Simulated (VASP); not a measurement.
Wanted: the native input for a VASP 6.6.1 run.

| Item | Value |
| --- | --- |
| Task | single point |
| Functional | PBE |
| Potentials or basis | VASP PAW PBE potentials, release 64 (Hf_pv, Cu) |
| Cutoff | 520 eV |
| k mesh | 4 × 4 × 4 |
| Occupations | gaussian, width 0.1 eV |
| Spin | no spin polarisation |
| Dipole correction | no |
| Further INCAR settings | ALGO = Fast; EDIFF = 1e-06; NBANDS = 28 |

The structure of Hf3Cu lies in POSCAR:

```
Hf3Cu
1.0
    4.1183948993      0.0000000000      0.0000000000
    0.0000000000      4.1183948993      0.0000000000
    0.0000000000      0.0000000000      4.1183948993
Hf Cu
3 1
Direct
    0.0000000000      0.5000000000      0.5000000000
    0.5000000000      0.0000000000      0.5000000000
    0.5000000000      0.5000000000      0.0000000000
    0.0000000000      0.0000000000      0.0000000000
```

One way to write it, as run:

INCAR

```
PREC = Accurate
ENCUT = 520
EDIFF = 1E-6
ISMEAR = 0
SIGMA = 0.1
LREAL = F
LASPH = T
NELM = 100
ALGO = Fast
ISIF = 2
LWAVE = F
LCHARG = F
GGA = PE
NBANDS = 28
```

KPOINTS

```
Automatic mesh
0
Gamma
  4 4 4
```

Potentials or basis: VASP PAW PBE potentials, release 64 (Hf_pv, Cu).

The run is started by

```bash
$ cat potpaw_PBE.64/Hf_pv/POTCAR potpaw_PBE.64/Cu/POTCAR > POTCAR
$ mpirun -np 1 vasp_std > vasp.out
```

Results of the run:

```json
{
 "Pressure": "15.7 GPa"
}
```

Caveat: the k points lie up to 0.38 Å⁻¹ apart.

Run time: 26 s on 1 thread of Intel(R) Xeon(R) Platinum 8488C (Sapphire Rapids), on a shared host, peak memory 0.17 GiB.
